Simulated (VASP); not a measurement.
## CuI (Marshite): relaxation of cell and atoms with LDA

CuI (Marshite):

```
Cu I
1.0
     2.93099    2.93099    0.00000
    -2.93099    2.93099    0.00000
     0.00000    2.93099    2.93099
Cu I
1 1
Direct
  0.75000 0.25000 0.50000
  0.00000 0.00000 0.00000
```

| Property | Result |
| --- | --- |
| Program | VASP 6.6.1 |
| Task | relaxation of cell and atoms |
| Functional | LDA |
| Potentials or basis | VASP PAW LDA potentials, release 64 (Cu, I) |
| Cutoff | 600 eV |
| k mesh | 6 × 6 × 6 |
| Occupations | gaussian, width 0.01 eV |
| Spin | no spin polarisation |
| Target pressure | 7 GPa |
| Dipole correction | no |
| Further INCAR settings | ALGO = Normal; EDIFF = 1e-06; IBRION = 2; EDIFFG = -0.002; NSW = 100; ISIF = 3 |

```
Relaxed volume                                         : 22.94 Å³/atom
Relaxed cell                                           : a = 4.018 Å, b = 4.018 Å, c = 4.018 Å, α = 60.00°, β = 60.00°, γ = 90.00°
Space group after relaxing (to 0.05 Å)                 : F-43m (No. 216)
Energy change on relaxing (the enthalpy is what falls) : +44.9 meV/atom
Ionic steps                                            : 20
Pressure after relaxing                                : 7.0 GPa
Band gap on the k mesh                                 : 1.59 eV, direct
```

The path:
| step | energy change (eV) | largest force (eV/Å) | pressure (GPa) | volume (Å³) |
| --- | --- | --- | --- | --- |
| 1 | 0.0000 | 0.0000 | 0.30 | 50.36 |
| 2 | 0.2647 | 0.0000 | 13.53 | 43.06 |
| 3 | 0.0928 | 0.0000 | 7.05 | 45.81 |
| 4 | 0.0890 | 0.0000 | 6.84 | 45.90 |
| 5 | 0.0891 | 0.0000 | 6.83 | 45.90 |
| 6 | 0.0895 | 0.0000 | 6.86 | 45.89 |
| 7 | 0.0895 | 0.0000 | 6.90 | 45.89 |
| 8 | 0.0895 | 0.0000 | 6.89 | 45.89 |
| 9 | 0.0896 | 0.0000 | 6.91 | 45.88 |
| 10 | 0.0896 | 0.0000 | 6.96 | 45.88 |
| 11 | 0.0897 | 0.0000 | 7.06 | 45.88 |
| 12 | 0.0897 | 0.0000 | 6.80 | 45.88 |
| 13 | 0.0897 | 0.0000 | 6.95 | 45.88 |
| 14 | 0.0897 | 0.0000 | 6.89 | 45.88 |
| 15 | 0.0897 | 0.0000 | 6.92 | 45.88 |
| 16 | 0.0898 | 0.0000 | 7.02 | 45.88 |
| 17 | 0.0898 | 0.0000 | 6.86 | 45.88 |
| 18 | 0.0898 | 0.0000 | 6.90 | 45.88 |
| 19 | 0.0898 | 0.0000 | 6.94 | 45.88 |
| 20 | 0.0899 | 0.0000 | 6.99 | 45.88 |

Final structure:
```xyz
2
Lattice="2.8413 2.8413 0.0000 -2.8413 2.8413 0.0000 0.0000 2.8413 2.8413" Properties=species:S:1:pos:R:3 pbc="T T T"
Cu    1.4207    4.2620    1.4207
I     0.0000    0.0000    0.0000
```

Levels at points of the mesh, in eV from the valence-band top:
```csv
k point,band 5,band 6,band 7,band 8,band 9,band 10,band 11,band 12,band 13
"(0.00, 0.00, 0.00)",-2.89,-2.89,0.00,0.00,0.00,1.59,4.61,4.61,4.61
"(0.50, 0.00, 0.00)",-2.85,-2.85,-2.79,-1.08,-1.08,2.23,5.23,5.23,7.36
"(0.50, 0.50, 0.00)",-2.97,-2.78,-2.77,-2.36,-2.36,2.19,2.65,10.55,10.75
```

Wall time 58 s on 1 thread of AMD EPYC 9R45 96-Core Processor (Zen 5), with other jobs on the host, peak memory 0.15 GiB.

Caveat: the cell is relaxed towards a set pressure, so the enthalpy falls and the energy may rise; spin-orbit coupling is left out, which moves the levels of the heavy elements. LDA usually gives volumes a few per cent too small.
